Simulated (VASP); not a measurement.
Set up this calculation in VASP 6.6.1, as the native input.

```yaml
Task: single point
Functional: PBE
Potentials_or_basis: VASP PAW PBE potentials, release 64 (Ta_pv)
Cutoff: 520 eV
k_mesh: 18 × 18 × 18
Occupations: gaussian, width 0.1 eV
Spin: no spin polarisation
Dipole_correction: no
Further_INCAR_settings: ALGO = Normal; EDIFF = 1e-07; NBANDS = 12
```

The structure of Ta lies in POSCAR:

```
Ta
1.0
   -1.6595270120      1.6595270120      1.6595270120
    1.6595270120     -1.6595270120      1.6595270120
    1.6595270120      1.6595270120     -1.6595270120
Ta
1
Direct
    0.0000000000      0.0000000000      0.0000000000
```

These files were run (other wordings do the same):

INCAR

```
  ALGO = Normal
  EDIFF = 1E-7
  ENCUT = 520
  GGA = PE
  ISIF = 2
  ISMEAR = 0
  LASPH = True
  LCHARG = True
  LELF = True
  LREAL = False
  LVHAR = True
  LWAVE = False
  NBANDS = 12
  NELM = 100
  PREC = Accurate
  SIGMA = 0.1
```

KPOINTS

```
k-points
0
Gamma
  18 18 18
```

Potentials or basis: VASP PAW PBE potentials, release 64 (Ta_pv).

Launch:

```sh
$ cat potpaw_PBE.64/Ta_pv/POTCAR > POTCAR
$ mpirun -np 1 vasp_std > vasp.out
```

Results of the run:

```json
{
  "Pressure": "0.0 GPa",
  "Band gap on the k mesh": "zero (an odd number of electrons rules out a gap without spin polarisation)"
}
```

Caveat: spin-orbit coupling is left out, which moves the levels of the heavy elements.

Run time: 21 s on 1 thread of Intel(R) Xeon(R) Platinum 8488C (Sapphire Rapids) (shared host), peak memory 0.17 GiB.
